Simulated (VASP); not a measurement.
# Ag (P6/mmm) in VASP: a series of runs, part 2 of 2

VASP 6.6.1.

## Step 3: Single point, PBE

This run uses another cell than the first one, of 20.18 Å³/atom, 1.102 times its volume.

Input file INCAR:

```
PREC = Accurate
ENCUT = 520
EDIFF = 1E-6
ISMEAR = 0
SIGMA = 0.1
LREAL = F
LASPH = T
NELM = 100
ALGO = Normal
ISIF = 2
LWAVE = F
LCHARG = T
GGA = PE
LELF = T
LVHAR = T
NBANDS = 24
```

Input file KPOINTS:

```
Automatic mesh
0
Gamma
  6 6 6
```

Input file POSCAR:

```
Ag
1.0
    4.8488709451      0.0000000000      0.0000000000
   -2.4244354725      4.1992454181      0.0000000000
    0.0000000000      0.0000000000      2.9725687098
Ag
3
Direct
    0.0000000000      0.0000000000      0.0000000000
    0.3333333333      0.6666666667      0.5000000000
    0.6666666667      0.3333333333      0.5000000000
```

Potentials or basis: VASP PAW PBE potentials, release 64 (Ag).

Run with:

```sh
> cat potpaw_PBE.64/Ag/POTCAR > POTCAR
> mpirun -np 1 vasp_std > vasp.out
```

OUTCAR:

```text
PREC = Accurate
   ENCUT = 520
   EDIFF = 1E-6
   ISMEAR = 0
   LREAL = F
   LASPH = T
   NELM = 100
   ISIF = 2
   GGA = PE

 ion  position               nearest neighbor table
   1  0.000  0.000  0.000-   2 3.17   3 3.17   2 3.17   3 3.17   2 3.17   2 3.17   3 3.17   3 3.17
                             3 3.17   3 3.17   2 3.17   2 3.17
   2  0.333  0.667  0.500-   3 2.80   3 2.80   3 2.80   1 3.17   1 3.17   1 3.17   1 3.17   1 3.17
                             1 3.17
   3  0.667  0.333  0.500-   2 2.80   2 2.80   2 2.80   1 3.17   1 3.17   1 3.17   1 3.17   1 3.17
                             1 3.17

  LATTYP: Found a hexagonal cell.
 ALAT       =     4.8488709451
 C/A-ratio  =     0.6130434783

  Lattice vectors:

 A1 = (   4.8488709451,   0.0000000000,   0.0000000000)
 A2 = (  -2.4244354725,   4.1992454181,   0.0000000000)
 A3 = (   0.0000000000,   0.0000000000,   2.9725687098)

Analysis of symmetry for initial positions (statically):
=====================================================================
 Subroutine PRICEL returns:
 Original cell was already a primitive cell.

 Routine SETGRP: Setting up the symmetry group for a
 hexagonal supercell.

 Subroutine GETGRP returns: Found 24 space group operations
 (whereof 24 operations were pure point group operations)
 out of a pool of 24 trial point group operations.

The static configuration has the point symmetry D_6h.

Analysis of symmetry for dynamics (positions and initial velocities):
=====================================================================
 Subroutine PRICEL returns:
 Original cell was already a primitive cell.

 Routine SETGRP: Setting up the symmetry group for a
 hexagonal supercell.

 Subroutine GETGRP returns: Found 24 space group operations
 (whereof 24 operations were pure point group operations)
 out of a pool of 24 trial point group operations.

The dynamic configuration has the point symmetry D_6h.

 Subroutine INISYM returns: Found 24 space group operations
 (whereof 24 operations are pure point group operations),
 and found     1 'primitive' translations

----------------------------------------------------------------------------------------

                                     Primitive cell

  volume of cell :      60.5263

  direct lattice vectors                    reciprocal lattice vectors
     4.848870945  0.000000000  0.000000000     0.206233577  0.119069011  0.000000000
    -2.424435472  4.199245418  0.000000000     0.000000000  0.238138023  0.000000000
     0.000000000  0.000000000  2.972568710     0.000000000  0.000000000  0.336409381

  length of vectors
     4.848870945  4.848870945  2.972568710     0.238138023  0.238138023  0.336409381

  position of ions in fractional coordinates (direct lattice)
     0.000000000  0.000000000  0.000000000
     0.333333333  0.666666667  0.500000000
     0.666666667  0.333333333  0.500000000

  ion indices of the primitive-cell ions
   primitive index   ion index
                 1           1
                 2           2
                 3           3

----------------------------------------------------------------------------------------

 KPOINTS: Automatic mesh

Automatic generation of k-mesh.
 Grid dimensions read from file:
 generate k-points for:    6    6    6

 Generating k-lattice:

  Cartesian coordinates                     Fractional coordinates (reciprocal lattice)
     0.034372263  0.019844835  0.000000000     0.166666667 -0.000000000  0.000000000
     0.000000000  0.039689670  0.000000000     0.000000000  0.166666667  0.000000000
     0.000000000  0.000000000  0.056068230     0.000000000  0.000000000  0.166666667

  Length of vectors
     0.039689670  0.039689670  0.056068230

  Shift w.r.t. Gamma in fractional coordinates (k-lattice)
     0.000000000  0.000000000  0.000000000

 Subroutine IBZKPT returns following result:
 ===========================================

 Found     28 irreducible k-points:

 Following reciprocal coordinates:
            Coordinates               Weight
  0.000000  0.000000  0.000000      1.000000
  0.166667 -0.000000  0.000000      6.000000
  0.333333 -0.000000  0.000000      6.000000
  0.500000 -0.000000  0.000000      3.000000
  0.166667  0.166667  0.000000      6.000000
  0.333333  0.166667  0.000000     12.000000
[... 16 lines left out ...]
  0.166667 -0.000000  0.500000      6.000000
  0.333333 -0.000000  0.500000      6.000000
 [... further k-points ...]
   k-points           NKPTS =     28   k-points in BZ     NKDIM =     28   number of bands    NBANDS=     24
   number of dos      NEDOS =    301   number of ions     NIONS =      3
   total plane-waves  NPLWV =  31104
   dimension x,y,z NGX =    36 NGY =   36 NGZ =   24
   dimension x,y,z NGXF=    72 NGYF=   72 NGZF=   48
   ions per type =               3
   NGX,Y,Z   is equivalent  to a cutoff of  12.34, 12.34, 13.42 a.u.
   NGXF,Y,Z  is equivalent  to a cutoff of  24.69, 24.69, 26.84 a.u.
 SYSTEM =  unknown system
   PREC   = accura    normal or accurate (medium, high low for compatibility)
   ISTART =      0    job   : 0-new  1-cont  2-samecut
   ICHARG =      2    charge: 1-file 2-atom 10-const
   ISPIN  =      1    spin polarized calculation?
   LNONCOLLINEAR =      F non collinear calculations
   LSORBIT =      F    spin-orbit coupling
   LASPH  =      T    aspherical Exc in radial PAW
   ENCUT  =  520.0 eV  38.22 Ry    6.18 a.u.   9.02  9.02  5.53*2*pi/ulx,y,z
   NELM   =    100;   NELMIN=  2; NELMDL= -5     # of ELM steps
   EDIFF  = 0.1E-05   stopping-criterion for ELM
   LREAL  =      F    real-space projection
   EDIFFG = 0.1E-04   stopping-criterion for IOM
   NSW    =      0    number of steps for IOM
   IBRION =     -1    ionic relax: 0-MD 1-quasi-New 2-CG
   NFREE  =      0    steps in history (QN), initial steepest desc. (CG)
   ISIF   =      2    stress and relaxation
   ISYM   =      2    0-nonsym 1-usesym 2-fastsym
   POTIM  = 0.5000    time-step for ionic-motion
   TEBEG  =    0.0;   TEEND  =   0.0 temperature during run
   PSTRESS=    0.0 pullay stress
   NELECT =      33.0000    total number of electrons
   NUPDOWN=      -1.0000    fix difference up-down
   EMIN   =  10.00;   EMAX   =-10.00  energy-range for DOS
   EFERMI =   0.00;   METHOD = LEGACY
   ISMEAR =     0;   SIGMA  =   0.10  broadening in eV -4-tet -1-fermi 0-gaus
   EFERMI_NEDOS =   21; number of points for ismear=-14 and -15
   IALGO  =     38    algorithm
   IMIX   =      4    mixing-type and parameters
     AMIX     =   0.40;   BMIX     =  1.00
     AMIX_MAG =   1.60;   BMIX_MAG =  1.00
  volume/ion in A,a.u.               =      20.18       136.15
  Fermi-wavevector in a.u.,A,eV,Ry     =   1.337411  2.527340 24.336307  1.788668
  Thomas-Fermi vector in A             =   2.465962
   LORBIT       =      0    0 simple, 1 ext, 2 COOP (PROOUT), +10 PAW based schemes
   GGA     = PE    functional components
   LHFCALC =     F    Hartree Fock is set to
   AEXX    =    0.0000 exact exchange contribution
   IVDW    =     0    specifies the selected vdW correction
   LEPSILON=     F    determine dielectric tensor
   LRPA    =     F    only Hartree local field effects (RPA)
 non-spin polarized calculation
 Gauss-broadening in eV      SIGMA  =   0.10
  energy-cutoff  :      520.00
  volume of cell :       60.53
 maximum number of plane-waves:      1649
 NGX is ok and might be reduce to    36
   NGX = 17   NGY = 17   NGZ = 11

 number of electron      33.0000021 magnetization

 Free energy of the ion-electron system (eV)
  ---------------------------------------------------
  ext. energy  EPLUGINS =         0.00000000
  ---------------------------------------------------
  free energy    TOTEN  =        -7.74051307 eV

  energy without entropy =       -7.72419318  energy(sigma->0) =       -7.73235312

 E-fermi :   6.4167     XC(G=0): -11.2244

 val. band max:        6.3890042314   @ k =   0.3333   0.1667   0.1667
 cond. band min:       6.4238182581   @ k =   0.3333   0.1667   0.3333
 fundamental gap:      0.0348140266
 Fermi energy:         6.4166740106

 k-point     1 :       0.0000    0.0000    0.0000
  band No.  band energies     occupation
      1      -0.3182      2.00000
      2       0.8766      2.00000
      3       1.7759      2.00000
      4       1.8841      2.00000
      5       1.8841      2.00000
      6       1.8990      2.00000
[... 637 lines left out ...]
     23      14.0684      0.00000
     24      18.9198      0.00000

 [... further k-points ...]

------------------------ aborting loop because EDIFF is reached ----------------------------------------

  FORCE on cell =-STRESS in cart. coord.  units (eV):
  Direction    XX          YY          ZZ          XY          YZ          ZX
  --------------------------------------------------------------------------------------
  -------------------------------------------------------------------------------------
  Total       -2.0588954     -2.0588954     -2.8626348     -0.0000000      0.0000000      0.0000000
  in kB      -54.5005739    -54.5005739    -75.7761865     -0.0000000      0.0000000      0.0000000
  external PRESSURE =     -61.5924448 kB  Pullay stress =       0.0000000 kB

 VOLUME and BASIS-vectors are now :
 -----------------------------------------------------------------------------
  energy-cutoff  :      520.00
  volume of cell :       60.53
      direct lattice vectors                 reciprocal lattice vectors
     4.848870945  0.000000000  0.000000000     0.206233577  0.119069011  0.000000000
    -2.424435472  4.199245418  0.000000000     0.000000000  0.238138023  0.000000000
     0.000000000  0.000000000  2.972568710     0.000000000  0.000000000  0.336409381

 POSITION                                       TOTAL-FORCE (eV/Angst)
 -----------------------------------------------------------------------------------
      0.00000      0.00000      0.00000         0.000000      0.000000      0.000000
     -0.00000      2.79950      1.48628        -0.000000      0.000000     -0.000000
      2.42444      1.39975      1.48628         0.000000     -0.000000      0.000000
 -----------------------------------------------------------------------------------
    total drift:                                0.000000      0.000000     -0.000000

  FREE ENERGIE OF THE ION-ELECTRON SYSTEM (eV)
  ---------------------------------------------------
  free  energy   TOTEN  =        -7.7405130687 eV

  energy  without entropy=       -7.7241931757  energy(sigma->0) =       -7.73235312
```

OSZICAR:

```text
N       E                     dE             d eps       ncg     rms          rms(c)
DAV:   1     0.204245597669E+03    0.20425E+03   -0.16271E+04  1360   0.130E+03
DAV:   2    -0.495600645671E+01   -0.20920E+03   -0.19354E+03  1416   0.297E+02
DAV:   3    -0.831116830279E+01   -0.33552E+01   -0.33425E+01  1592   0.436E+01
DAV:   4    -0.832416027251E+01   -0.12992E-01   -0.12991E-01  1504   0.261E+00
DAV:   5    -0.832430250267E+01   -0.14223E-03   -0.14223E-03  1672   0.305E-01    0.613E+00
DAV:   6    -0.775430320664E+01    0.57000E+00   -0.18343E+00  1464   0.120E+01    0.436E+00
DAV:   7    -0.774507171477E+01    0.92315E-02   -0.16869E-02  1552   0.102E+00    0.258E+00
DAV:   8    -0.774046464471E+01    0.46071E-02   -0.21347E-03  1528   0.501E-01    0.770E-02
DAV:   9    -0.774047751135E+01   -0.12867E-04   -0.12652E-04  1672   0.207E-01    0.319E-02
DAV:  10    -0.774051107284E+01   -0.33561E-04   -0.35283E-05  1544   0.508E-02    0.139E-02
DAV:  11    -0.774051316559E+01   -0.20928E-05   -0.28789E-06  1600   0.291E-02    0.160E-03
DAV:  12    -0.774051306868E+01    0.96908E-07   -0.19288E-07   888   0.566E-03
   1 F= -.77405131E+01 E0= -.77323531E+01  d E =-.163199E-01
```

stdout:

```text
POSCAR found type information on POSCAR Ag
 POSCAR found :  1 types and       3 ions
 scaLAPACK will be used
 LDA part: xc-table for (Slater+PW92), standard interpolation
 POSCAR, INCAR and KPOINTS ok, starting setup
 FFT: planning ... GRIDC
 FFT: planning ... GRID_SOFT
 FFT: planning ... GRID
 WAVECAR not read
 entering main loop
```

It took 19 s on 1 thread of Intel Xeon Platinum 8488C (Sapphire Rapids), shared host; peak memory 0.19 GiB.

Results:

- Free energy: -7.7405 eV
- Pressure: -6.2 GPa

Levels at points of the mesh, in eV from the Fermi level:
| k point | band 12 | band 13 | band 14 | band 15 | band 16 | band 17 | band 18 | band 19 | band 20 | band 21 |
| --- | --- | --- | --- | --- | --- | --- | --- | --- | --- | --- |
| (0.00, 0.00, 0.00) | -3.85 | -3.79 | -3.79 | -2.97 | -2.97 | 4.20 | 4.20 | 4.21 | 4.21 | 4.24 |
| (0.50, 0.00, 0.00) | -3.22 | -3.20 | -3.19 | -2.99 | -2.90 | -2.62 | 0.22 | 3.17 | 10.84 | 10.88 |
| (0.00, 0.00, 0.50) | -3.26 | -3.07 | -3.07 | -2.67 | -0.65 | -0.29 | 6.48 | 6.80 | 6.80 | 7.21 |
| (0.50, 0.00, 0.50) | -3.19 | -3.19 | -2.99 | -2.79 | 0.55 | 0.98 | 2.51 | 2.76 | 5.69 | 5.72 |
